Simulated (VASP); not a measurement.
Write the native input for VASP 6.6.1 that does the following.

| Property | Result |
| --- | --- |
| Task | relaxation of cell and atoms |
| Functional | PBE |
| Potentials or basis | VASP PAW PBE potentials, release 64 (N, P, Ga_d) |
| Cutoff | 600 eV |
| k mesh | 12 × 12 × 4 |
| Occupations | fermi-dirac, width 0.02 eV |
| Spin | no spin polarisation |
| Dipole correction | no |
| Further INCAR settings | ALGO = Normal; EDIFF = 1e-06; IBRION = 2; EDIFFG = -0.005; NSW = 80; ISIF = 3 |

The structure of Ga3PN2 lies in POSCAR:

```
Ga3PN2
1.0
    3.2085049644      0.0000000000      0.0000000000
   -1.6042524822      2.7786468074      0.0000000000
    0.0000000000      0.0000000000      7.8592000000
N P Ga
2 1 3
Direct
    0.0000000000      0.0000000000      0.0000000000
    0.3333333333      0.6666666667      0.3333333333
    0.6666666667      0.3333333333      0.6666666667
    0.3333333333      0.6666666667      0.0833333333
    0.6666666667      0.3333333333      0.4166666667
    0.0000000000      0.0000000000      0.7500000000
```

One way to write it, as run:

INCAR

```
PREC     = Accurate       # precision mode
ENCUT    = 600            # plane-wave cutoff, eV
EDIFF    = 1E-6           # SCF threshold, eV
ISMEAR   = -1             # smearing method
SIGMA    = 0.02           # smearing width, eV
LREAL    = F              # projectors in reciprocal space
LASPH    = T              # aspherical terms in the spheres
NELM     = 80             # most SCF steps
ALGO     = Normal         # electronic algorithm
ISIF     = 3              # what is computed and relaxed
LWAVE    = F              # write WAVECAR
LCHARG   = F              # write CHGCAR
GGA      = PE             # functional
IBRION   = 2              # ionic algorithm
NSW      = 80             # ionic steps
EDIFFG   = -0.005         # ionic threshold
```

KPOINTS

```
Automatic mesh
0
Gamma
  12 12 4
```

Potentials or basis: VASP PAW PBE potentials, release 64 (N, P, Ga_d).

Run with:

```console
$ cat potpaw_PBE.64/N/POTCAR potpaw_PBE.64/P/POTCAR potpaw_PBE.64/Ga_d/POTCAR > POTCAR
$ mpirun -np 1 vasp_std > vasp.out
```

It gave:

```
Relaxed volume                         : 14.56 Å³/atom
Relaxed cell                           : a = 3.432 Å, b = 3.432 Å, c = 8.562 Å, α = 90.00°, β = 90.00°, γ = 120.00°
Space group after relaxing (to 0.05 Å) : P3m1 (No. 156)
Energy gained by relaxing              : 645.0 meV/atom
Ionic steps                            : 23
Pressure after relaxing                : 0.0 GPa
Band gap on the k mesh                 : zero (band 27 reaches 6.54 eV, above the bottom of band 28 at 6.33 eV)
```

Caveat: the volume moved by over 15 % at a fixed basis, so the end points are rough.

Wall time 24 min on 1 thread of AMD EPYC 9R45 96-Core Processor (Zen 5), on a shared host, peak memory 0.3 GiB.
